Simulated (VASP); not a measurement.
A run of VASP 6.6.1 is set up as follows.

The input INCAR:

```
PREC = Accurate
ENCUT = 520
EDIFF = 1E-7
ISMEAR = -1
SIGMA = 0.1
LREAL = F
LASPH = T
NELM = 60
ALGO = Normal
ISIF = 2
LWAVE = F
LCHARG = T
GGA = PE
LELF = T
LVHAR = T
NBANDS = 30
```

The input KPOINTS:

```
regular mesh
0
Gamma
  4 4 4
```

POSCAR

```
Ba2BiSb2
1.0
   -2.4274970000      3.8858350000      5.0040020000
    4.8549940000      0.0000000000      0.0000000000
    2.4274970000      3.8858350000     -5.0040020000
Bi Ba Sb
1 2 2
Direct
    0.0000000000      0.0000000000      0.0000000000
    0.7202100000      0.2202100000      0.2797900000
    0.2797900000      0.7797900000      0.7202100000
    0.7016000000      0.5000000000      0.7016000000
    0.2984000000      0.5000000000      0.2984000000
```

Potentials or basis: VASP PAW PBE potentials, release 64 (Bi_d, Ba_sv, Sb).

Run with:

```bash
$ cat potpaw_PBE.64/Bi_d/POTCAR potpaw_PBE.64/Ba_sv/POTCAR potpaw_PBE.64/Sb/POTCAR > POTCAR
$ mpirun -np 1 vasp_std > vasp.out
```

**Question.** Estimate the band gap on the k mesh.

**Answer.** Zero (an odd number of electrons rules out a gap without spin polarisation).

**Question.** What does it give for the largest force?

**Answer.** 0.062 eV/Å.

**Question.** Predict the pressure.

**Answer.** 0.1 GPa.

Forces in eV/Å, atoms in the order of the input:
```
Bi   0.000  0.000  0.000
Ba   0.000  0.000 -0.030
Ba   0.000  0.000  0.030
Sb   0.000  0.062  0.000
Sb   0.000 -0.062  0.000
```

Caveat: spin-orbit coupling is left out, which moves the levels of the heavy elements.
